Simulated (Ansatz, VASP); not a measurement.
## Two plane-wave programs on Mg7Te

File INCAR:

```
PREC = Accurate
ENCUT = 600
EDIFF = 1E-6
ISMEAR = 0
SIGMA = 0.2
LREAL = F
LASPH = T
NELM = 80
ALGO = Normal
ISIF = 3
LWAVE = F
LCHARG = F
GGA = PE
IBRION = 2
NSW = 36
EDIFFG = -0.08
```

File KPOINTS:

```
regular mesh
0
Gamma
  4 4 4
```

Contents of POSCAR:

```
Mg7Te
1.0
    0.0000000000      4.1850000000      4.1850000000
    4.1850000000      0.0000000000      4.1850000000
    4.1850000000      4.1850000000      0.0000000000
Mg Te
7 1
Direct
    0.5000000000      0.0000000000      0.0000000000
    0.0000000000      0.0000000000      0.5000000000
    0.0000000000      0.5000000000      0.0000000000
    0.0000000000      0.5000000000      0.5000000000
    0.5000000000      0.5000000000      0.0000000000
    0.5000000000      0.0000000000      0.5000000000
    0.5000000000      0.5000000000      0.5000000000
    0.0000000000      0.0000000000      0.0000000000
```

Input for Ansatz:

```yaml
crystal:
  lattice:
    - [0.0, 4.185, 4.185]
    - [4.185, 0.0, 4.185]
    - [4.185, 4.185, 0.0]
  atoms:
    - { symbol: Mg, position: [0.5, 0.0, 0.0] }
    - { symbol: Mg, position: [0.0, 0.0, 0.5] }
    - { symbol: Mg, position: [0.0, 0.5, 0.0] }
    - { symbol: Mg, position: [0.0, 0.5, 0.5] }
    - { symbol: Mg, position: [0.5, 0.5, 0.0] }
    - { symbol: Mg, position: [0.5, 0.0, 0.5] }
    - { symbol: Mg, position: [0.5, 0.5, 0.5] }
    - { symbol: Te, position: [0.0, 0.0, 0.0] }
basis:
  ecutwfc: 420
kpoints:
  mp_grid: { grid: [4, 4, 4] }
hamiltonian:
  xc: pbe
scf:
  occupations: { method: gaussian, width: 0.2 }
  lower_state_search: "off"
output:
  forces: true
  stress: true
  eigenvalues: true
relax:
  adjacent_minimum: "off"
  f_tol: 0.08
  max_steps: 16
  cell: { stress_tol: 0.8 }
```

Alike in both runs: task relaxation of cell and atoms; functional PBE; k mesh 4 × 4 × 4; occupations gaussian, width 0.2 eV; no spin polarisation.

```csv
,VASP,Ansatz
version,VASP 6.6.1,Ansatz 0.2.0
potentials or method,"VASP PAW PBE potentials, release 64 (Mg, Te), cutoff 600 eV","scalar-relativistic, plane waves, PAW"
valence electrons in the cell,20,86
```

VASP gave:

* gap on the k mesh at the Fermi level, each at its own relaxed structure (eV): none
* relaxed volume (Å³/atom): 23.50
* relaxed length of the cell vector where the two differ most in proportion (Å): 6.430

Q: Which values does Ansatz return?

A: gap on the k mesh at the Fermi level, each at its own relaxed structure (eV): none; relaxed volume (Å³/atom): 23.78; relaxed length of the cell vector where the two differ most in proportion (Å): 6.455.

A gap of «none» marks a metal or a gap that the smearing closes. VASP's potentials hold 20 valence electrons a cell and Ansatz's 86, so a difference there can come from the potentials and not from the codes.

Spin-orbit coupling is off throughout. Noted on VASP's run: the volume moved by over 15 % at a fixed basis, so the end points are rough.
